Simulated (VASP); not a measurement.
Set up this calculation in VASP 6.6.1, as the native input.

- Task: relaxation of cell and atoms
- Functional: LDA
- Potentials or basis: VASP PAW LDA potentials, release 64 (Cd, S)
- Cutoff: 600 eV
- k mesh: 8 × 8 × 8
- Occupations: fermi-dirac, width 0.05 eV
- Spin: no spin polarisation
- Dipole correction: no
- Further INCAR settings: ALGO = Normal; EDIFF = 1e-07; IBRION = 2; EDIFFG = -0.02; NSW = 80; ISIF = 3

The structure of CdS (Hawleyite) lies in POSCAR:

```
CdS
1.0
    0.0000000000      2.9165000000      2.9165000000
    2.9165000000      0.0000000000      2.9165000000
    2.9165000000      2.9165000000      0.0000000000
Cd S
1 1
Direct
    0.0000000000      0.0000000000      0.0000000000
    0.7500000000      0.7500000000      0.7500000000
```

These files were run (other wordings do the same):

INCAR

```
PREC = Accurate
ENCUT = 600
EDIFF = 1E-7
ISMEAR = -1
SIGMA = 0.05
LREAL = F
LASPH = T
NELM = 100
ALGO = Normal
ISIF = 3
LWAVE = F
LCHARG = F
IBRION = 2
NSW = 80
EDIFFG = -0.02
```

KPOINTS

```
Automatic mesh
0
Gamma
  8 8 8
```

Potentials or basis: VASP PAW LDA potentials, release 64 (Cd, S).

The run is started by

```sh
$ cat potpaw_LDA.64/Cd/POTCAR potpaw_LDA.64/S/POTCAR > POTCAR
$ mpirun -np 1 vasp_std > vasp.out
```

Results of the run:

The relaxed volume is 24.02 Å³/atom. The relaxed cell is a = 4.081 Å, b = 4.081 Å, c = 4.081 Å, α = 60.00°, β = 60.00°, γ = 60.00° and the space group after relaxing (to 0.05 Å) is F-43m (No. 216). The energy gained by relaxing is 5.1 meV/atom, the ionic steps are 3 and the pressure after relaxing is 0.0 GPa. The band gap on the k mesh is 0.96 eV, direct.

Wall time 21 s on 1 thread of Intel(R) Xeon(R) 6975P-C (Granite Rapids) (shared host), peak memory 0.19 GiB.
